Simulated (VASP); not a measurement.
Input of a VASP 6.6.1 run:

Contents of INCAR:

```
SYSTEM = TaN
  ALGO = Normal
  EDIFF = 1E-8
  ENCUT = 520
  GGA = PS
  ISIF = 2
  ISMEAR = -1
  LASPH = .True.
  LCHARG = .False.
  LEFG = .True.
  LREAL = .False.
  LWAVE = .False.
  NBANDS = 33
  NELM = 80
  PREC = Accurate
  SIGMA = 0.01
```

Contents of KPOINTS:

```
k-points
0
Gamma
  6 6 9
  0 0 0
```

Contents of POSCAR:

```
TaN
1.0
    5.1960008669      0.0000000000      0.0000000000
   -2.5980004334      4.4998687488      0.0000000000
    0.0000000000      0.0000000000      2.9110000000
Ta N
3 3
Direct
    0.3333333333      0.6666666667      0.5000000000
    0.6666666667      0.3333333333      0.5000000000
    0.0000000000      0.0000000000      0.0000000000
    0.3928500000      0.0000000000      0.0000000000
    0.6071500000      0.6071500000      0.0000000000
    0.0000000000      0.3928500000      0.0000000000
```

Potentials or basis: VASP PAW PBE potentials, release 64 (Ta_pv, N).

Command:

```console
$ cat potpaw_PBE.64/Ta_pv/POTCAR potpaw_PBE.64/N/POTCAR > POTCAR
$ mpirun -np 1 vasp_std > vasp.out
```

Problem. Predict the band gap on the k mesh.

Solution. Zero (bands 24 and 25 overlap by 3.10 eV).

Problem. Predict the pressure.

Solution. -3.0 GPa.

Problem. What does it give for the largest force?

Solution. 0.030 eV/Å.

Forces in eV/Å, atoms in the order of the input:
```
Ta   0.000  0.000  0.000
Ta   0.000  0.000  0.000
Ta   0.000  0.000  0.000
N    0.030  0.000  0.000
N   -0.015 -0.026  0.000
N   -0.015  0.026  0.000
```

Caveat: without QUAD_EFG the Cq values of the log hold for a quadrupole moment of 1 mb, not for the nuclei; the PAW data sets were made with another functional, which shifts forces and pressure a little; spin-orbit coupling is left out, which moves the levels of the heavy elements.
